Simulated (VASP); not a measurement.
A run of VASP 6.6.1:

The input POSCAR:

```
LiH
1.0
    0.0000000000      2.0378659094      2.2486326808
    2.0378659094      0.0000000000      2.2486326808
    2.0378659094      2.0378659094      0.0000000000
Li H
1 1
Direct
    0.0000000000      0.0000000000      0.0000000000
    0.2500000000      0.2500000000      0.2500000000
```

INCAR.step1

```
SYSTEM = LiH
PREC = Accurate
ENCUT = 520
EDIFF = 1E-5
ISMEAR = 0
SIGMA = 0.01
LREAL = .False.
LASPH = .True.
NELM = 80
ALGO = Normal
ISIF = 2
LWAVE = .True.
LCHARG = .False.
GGA = PE
NBANDS = 9
```

Contents of INCAR.step2:

```
SYSTEM = LiH
PREC = Accurate
ENCUT = 520
EDIFF = 1E-7
ISMEAR = 0
SIGMA = 0.01
LREAL = .False.
LASPH = .True.
NELM = 80
ALGO = Normal
ISIF = 2
LWAVE = .False.
LCHARG = .False.
GGA = PE
LHFCALC = .True.
HFSCREEN = 0.2079
PRECFOCK = Normal
ISTART = 1
NBANDS = 9
```

Contents of KPOINTS:

```
regular mesh
0
Gamma
  8 8 8
  0 0 0
```

Potentials or basis: VASP PAW PBE potentials, release 64 (Li_sv, H).

The run is started by

```bash
$ cat potpaw_PBE.64/Li_sv/POTCAR potpaw_PBE.64/H/POTCAR > POTCAR
$ cp INCAR.step1 INCAR
$ mpirun -np 1 vasp_std > vasp.out
$ cp INCAR.step2 INCAR
$ mpirun -np 1 vasp_std > vasp.out
```

Hardware: 1 thread of Intel(R) Xeon(R) 6975P-C (Granite Rapids), with other jobs on the host.

Q: Estimate the wall time of this run.

A: It took 9.3 min on 1 thread of Intel(R) Xeon(R) 6975P-C (Granite Rapids), with other jobs on the host, peak memory 0.25 GiB. Counts: k points 59.
